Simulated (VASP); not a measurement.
# BN (Cmcm) in VASP: notebook

The runs below take BN through single point, with r2SCAN.

Program: VASP 6.6.1. These are calculated values, not measurements. Logs are shortened: lines on timing, memory, paths and dates and some standing lists are left out, and cuts for length are marked.

## (1) The cell of the first run

It takes space group Cmcm (No. 63, orthorhombic). The conventional cell has a = 2.554 Å, b = 4.250 Å, c = 6.661 Å, α = 90.00°, β = 90.00°, γ = 90.00°. Within 1.9 Å of B (site symmetry m2m) lie 3 N at 1.42 to 1.46 Å. Within 1.9 Å of N (site symmetry m2m) lie 3 B at 1.42 to 1.46 Å.

## (2) Single point, r2SCAN (strain +0.0200 x Voigt [1, -1, 0, 0, 0, 0])

Input file POSCAR:

```
BN
1.0
    2.5540715384      0.0000000000      0.0000000000
   -1.2770357692      2.1251500182      0.0000000000
    0.0000000000      0.0000000000      6.6612000000
B N
2 2
Direct
    0.3333333333      0.6666666667      0.2500000000
    0.6666666667      0.3333333333      0.7500000000
    0.3333333333      0.6666666667      0.7500000000
    0.6666666667      0.3333333333      0.2500000000
```

Input file INCAR.step1:

```
SYSTEM = BN
PREC = Accurate
ENCUT = 520
ISMEAR = 0
SIGMA = 0.05
LREAL = .False.
LASPH = .True.
NELM = 100
NBANDS = 16
GGA = PE
ALGO = Normal
EDIFF = 1E-4
LWAVE = .True.
LCHARG = .False.
```

Input file INCAR.step2:

```
SYSTEM = BN
PREC = Accurate
ENCUT = 520
EDIFF = 1E-6
ISMEAR = 0
SIGMA = 0.05
LREAL = .False.
LASPH = .True.
NELM = 100
ALGO = Normal
ISIF = 2
LWAVE = .False.
LCHARG = .False.
METAGGA = R2SCAN
LMIXTAU = .True.
NBANDS = 16
ISTART = 1
```

Input file KPOINTS:

```
regular mesh
0
Gamma
  12 12 4
  0 0 0
```

Potentials or basis: VASP PAW PBE potentials, release 64 (B, N).

The run is started by

```sh
$ cat potpaw_PBE.64/B/POTCAR potpaw_PBE.64/N/POTCAR > POTCAR
$ cp INCAR.step1 INCAR
$ mpirun -np 1 vasp_std > vasp.out
$ cp INCAR.step2 INCAR
$ mpirun -np 1 vasp_std > vasp.out
```

OUTCAR:

```text
SYSTEM = BN
   PREC = Accurate
   ENCUT = 520
   EDIFF = 1E-6
   ISMEAR = 0
   LREAL = .False.
   LASPH = .True.
   NELM = 100
   ISIF = 2
   METAGGA = R2SCAN
   ISTART = 1

 ion  position               nearest neighbor table
   1  0.333  0.667  0.250-   4 1.42   4 1.46   4 1.46
   2  0.667  0.333  0.750-   3 1.42   3 1.46   3 1.46
   3  0.333  0.667  0.750-   2 1.42   2 1.46   2 1.46
   4  0.667  0.333  0.250-   1 1.42   1 1.46   1 1.46

  Warning from LATTYP: Monoclinic adjustment (A1->A3, A2->A1, A3->A2)!
  LATTYP: Found a base centered orthorhombic cell.
 ALAT       =     2.5540715384
 B/A-ratio  =     1.6641272464
 C/A-ratio  =     2.6080710348

  Lattice vectors:

 A1 = (   1.2770357692,  -2.1251500182,   0.0000000000)
 A2 = (   1.2770357692,   2.1251500182,   0.0000000000)
 A3 = (   0.0000000000,   0.0000000000,   6.6612000000)

Analysis of symmetry for initial positions (statically):
=====================================================================
 Subroutine PRICEL returns:
 Original cell was already a primitive cell.

 Routine SETGRP: Setting up the symmetry group for a
 base centered orthorhombic supercell.

 Subroutine GETGRP returns: Found  8 space group operations
 (whereof  4 operations were pure point group operations)
 out of a pool of  8 trial point group operations.

The static configuration has the point symmetry C_2h.
 The point group associated with its full space group is D_2h.

Analysis of symmetry for dynamics (positions and initial velocities):
=====================================================================
 Subroutine PRICEL returns:
 Original cell was already a primitive cell.

 Routine SETGRP: Setting up the symmetry group for a
 base centered orthorhombic supercell.

 Subroutine GETGRP returns: Found  8 space group operations
 (whereof  4 operations were pure point group operations)
 out of a pool of  8 trial point group operations.

The dynamic configuration has the point symmetry C_2h.
 The point group associated with its full space group is D_2h.

 Subroutine INISYM returns: Found  8 space group operations
 (whereof  4 operations are pure point group operations),
 and found     1 'primitive' translations

----------------------------------------------------------------------------------------

                                     Primitive cell

  volume of cell :      36.1556

  direct lattice vectors                    reciprocal lattice vectors
[... 86 lines left out ...]
   LNONCOLLINEAR =      F non collinear calculations
   LSORBIT =      F    spin-orbit coupling
   LASPH  =      T    aspherical Exc in radial PAW
   ENCUT  =  520.0 eV  38.22 Ry    6.18 a.u.   4.75  4.61 12.39*2*pi/ulx,y,z
   NELM   =    100;   NELMIN=  2; NELMDL=  0     # of ELM steps
   EDIFF  = 0.1E-05   stopping-criterion for ELM
   LREAL  =      F    real-space projection
[... 7 lines left out ...]
   TEBEG  =    0.0;   TEEND  =   0.0 temperature during run
   PSTRESS=    0.0 pullay stress
   NELECT =      16.0000    total number of electrons
   NUPDOWN=      -1.0000    fix difference up-down
   EMIN   =  10.00;   EMAX   =-10.00  energy-range for DOS
   EFERMI =   0.00;   METHOD = LEGACY
   ISMEAR =     0;   SIGMA  =   0.05  broadening in eV -4-tet -1-fermi 0-gaus
   EFERMI_NEDOS =   21; number of points for ismear=-14 and -15
   IALGO  =     38    algorithm
   IMIX   =      4    mixing-type and parameters
     AMIX     =   0.40;   BMIX     =  1.00
     AMIX_MAG =   1.60;   BMIX_MAG =  1.00
  volume/ion in A,a.u.               =       9.04        61.00
  Fermi-wavevector in a.u.,A,eV,Ry     =   1.247546  2.357519 21.175702  1.556370
  Thomas-Fermi vector in A             =   2.381673
   LORBIT       =      0    0 simple, 1 ext, 2 COOP (PROOUT), +10 PAW based schemes
   METAGGA = R2SCAN    functional components
   LHFCALC =     F    Hartree Fock is set to
   AEXX    =    0.0000 exact exchange contribution
   IVDW    =     0    specifies the selected vdW correction
   LEPSILON=     F    determine dielectric tensor
   LRPA    =     F    only Hartree local field effects (RPA)
 non-spin polarized calculation
 Gauss-broadening in eV      SIGMA  =   0.05
  energy-cutoff  :      520.00
  volume of cell :       36.16
 maximum number of plane-waves:       995
   NGX =  9   NGY =  9   NGZ = 25

 number of electron      15.9999998 magnetization

 Free energy of the ion-electron system (eV)
  ---------------------------------------------------
  ext. energy  EPLUGINS =         0.00000000
  ---------------------------------------------------
  free energy    TOTEN  =       -38.52354710 eV

  energy without entropy =      -38.52354710  energy(sigma->0) =      -38.52354710

 E-fermi :   2.2547     XC(G=0): -10.7183

 val. band max:        2.0454372579   @ k =   0.2500   0.3333   0.0000
 cond. band min:       6.7778920291   @ k =   0.5000   0.0000   0.0000
 fundamental gap:      4.7324547712
 Fermi energy:         2.2546603333

 k-point     1 :       0.0000    0.0000    0.0000
  band No.  band energies     occupation
      1     -16.8050      2.00000
      2     -16.5213      2.00000
      3      -4.3733      2.00000
      4      -2.2178      2.00000
      5       0.5701      2.00000
      6       0.6098      2.00000
[... 433 lines left out ...]
      3      -6.9748      2.00000
      4      -6.8849      2.00000
      5      -3.5574      2.00000
      6      -3.4796      2.00000
[... 8 lines left out ...]
     15      17.6402      0.00000
     16      20.9335      0.00000

 [... further k-points ...]

------------------------ aborting loop because EDIFF is reached ----------------------------------------

  FORCE on cell =-STRESS in cart. coord.  units (eV):
  Direction    XX          YY          ZZ          XY          YZ          ZX
  --------------------------------------------------------------------------------------
  -------------------------------------------------------------------------------------
  Total       -3.4580255      3.5182796      0.1269913      0.0000000      0.0000000      0.0000000
  in kB     -153.2370038    155.9070716      5.6274211      0.0000000      0.0000000      0.0000000
  external PRESSURE =       2.7658296 kB  Pullay stress =       0.0000000 kB

 VOLUME and BASIS-vectors are now :
 -----------------------------------------------------------------------------
  energy-cutoff  :      520.00
  volume of cell :       36.16
      direct lattice vectors                 reciprocal lattice vectors
     2.554071538  0.000000000  0.000000000     0.391531711  0.235277508  0.000000000
    -1.277035769  2.125150018  0.000000000     0.000000000  0.470555016  0.000000000
     0.000000000  0.000000000  6.661200000     0.000000000  0.000000000  0.150123101

 POSITION                                       TOTAL-FORCE (eV/Angst)
 -----------------------------------------------------------------------------------
     -0.00000      1.41677      1.66530        -0.000000     -0.522539     -0.000000
      1.27704      0.70838      4.99590         0.000000      0.522539      0.000000
     -0.00000      1.41677      4.99590        -0.000000     -0.530255      0.000000
      1.27704      0.70838      1.66530         0.000000      0.530255      0.000000
 -----------------------------------------------------------------------------------
    total drift:                                0.000000     -0.000000     -0.000000

  FREE ENERGIE OF THE ION-ELECTRON SYSTEM (eV)
  ---------------------------------------------------
  free  energy   TOTEN  =       -38.5235471011 eV

  energy  without entropy=      -38.5235471011  energy(sigma->0) =      -38.52354710
```

OUTCAR.step1:

```text
SYSTEM = BN
   PREC = Accurate
   ENCUT = 520
   ISMEAR = 0
   LREAL = .False.
   LASPH = .True.
   NELM = 100
[... 688 lines left out ...]
      1.27704      0.70838      4.99590         0.000000      0.554348      0.000000
     -0.00000      1.41677      4.99590         0.000000     -0.561271      0.000000
      1.27704      0.70838      1.66530         0.000000      0.561271     -0.000000
 -----------------------------------------------------------------------------------
    total drift:                                0.000000     -0.000000     -0.000000

  FREE ENERGIE OF THE ION-ELECTRON SYSTEM (eV)
  ---------------------------------------------------
  free  energy   TOTEN  =       -35.0866081868 eV

  energy  without entropy=      -35.0866081868  energy(sigma->0) =      -35.08660819
```

OSZICAR.step1:

```text
N       E                     dE             d eps       ncg     rms          rms(c)
DAV:   1     0.512487803991E+02    0.51249E+02   -0.79347E+03  4136   0.923E+02
DAV:   2    -0.353121290835E+02   -0.86561E+02   -0.78491E+02  5784   0.223E+02
DAV:   3    -0.386522288455E+02   -0.33401E+01   -0.33247E+01  5320   0.433E+01
DAV:   4    -0.386733843649E+02   -0.21156E-01   -0.21152E-01  5208   0.385E+00
DAV:   5    -0.386735820829E+02   -0.19772E-03   -0.19772E-03  5288   0.354E-01    0.113E+01
DAV:   6    -0.354454889585E+02    0.32281E+01   -0.52171E+00  5400   0.176E+01    0.507E+00
DAV:   7    -0.351649241344E+02    0.28056E+00   -0.58190E-01  5624   0.556E+00    0.317E+00
DAV:   8    -0.350903072984E+02    0.74617E-01   -0.23374E-01  5456   0.326E+00    0.473E-01
DAV:   9    -0.350855881336E+02    0.47192E-02   -0.15739E-02  4624   0.103E+00    0.200E-01
DAV:  10    -0.350865101207E+02   -0.92199E-03   -0.13487E-03  4824   0.283E-01    0.377E-02
DAV:  11    -0.350866081868E+02   -0.98066E-04   -0.82435E-05  4384   0.757E-02
   1 F= -.35086608E+02 E0= -.35086608E+02  d E =-.884246E-12
```

Run time: 4.2 min. Hardware: 1 thread of AMD EPYC 7R43 (Zen 3), shared host; peak memory 0.15 GiB.

Results:

* Free energy: -38.5235 eV
* Pressure: 0.3 GPa
* Largest force: 0.530 eV/Å
* Band gap on the k mesh: 4.73 eV (least direct gap 5.31 eV)

Forces in eV/Å, atoms in the order of the input:
```
B    0.000 -0.523  0.000
B    0.000  0.523  0.000
N    0.000 -0.530  0.000
N    0.000  0.530  0.000
```

Caveat: the cell differs from its parent crystal (strain +0.0200 x Voigt [1, -1, 0, 0, 0, 0]); the stress differs along the axes, from -15 to 16 GPa; the PAW data sets were made with another functional, which shifts forces and pressure a little. A k mesh can miss the band edges.

(Part 1 of 2 ends here.)
